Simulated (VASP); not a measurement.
Here is a VASP 6.6.1 calculation.

The input INCAR:

```
ALGO = Normal
EDIFF = 1E-8
ENCUT = 520
GGA = PE
ISIF = 2
ISMEAR = -1
LASPH = True
LCHARG = False
LEFG = True
LREAL = False
LWAVE = False
NBANDS = 11
NELM = 60
PREC = Accurate
SIGMA = 0.03
```

File KPOINTS:

```
k-points
0
Gamma
  13 13 13
```

Contents of POSCAR:

```
BN
1.0
    0.0000000000      1.8075000000      1.8436500000
    1.8075000000      0.0000000000      1.8436500000
    1.8075000000      1.8075000000      0.0000000000
B N
1 1
Direct
    0.0000000000      0.0000000000      0.0000000000
    0.7500000000      0.7500000000      0.7500000000
```

Potentials or basis: VASP PAW PBE potentials, release 64 (B, N).

Command:

```sh
$ cat potpaw_PBE.64/B/POTCAR potpaw_PBE.64/N/POTCAR > POTCAR
$ mpirun -np 1 vasp_std > vasp.out
```

(1) Predict the pressure.

(2) Estimate the band gap on the k mesh.

Results:

(1) -4.1 GPa.

(2) 4.34 eV, indirect (least direct gap 8.62 eV).

Caveat: the cell differs from its parent crystal (zz strain of +2 %); without QUAD_EFG the Cq values of the log hold for a quadrupole moment of 1 mb, not for the nuclei.
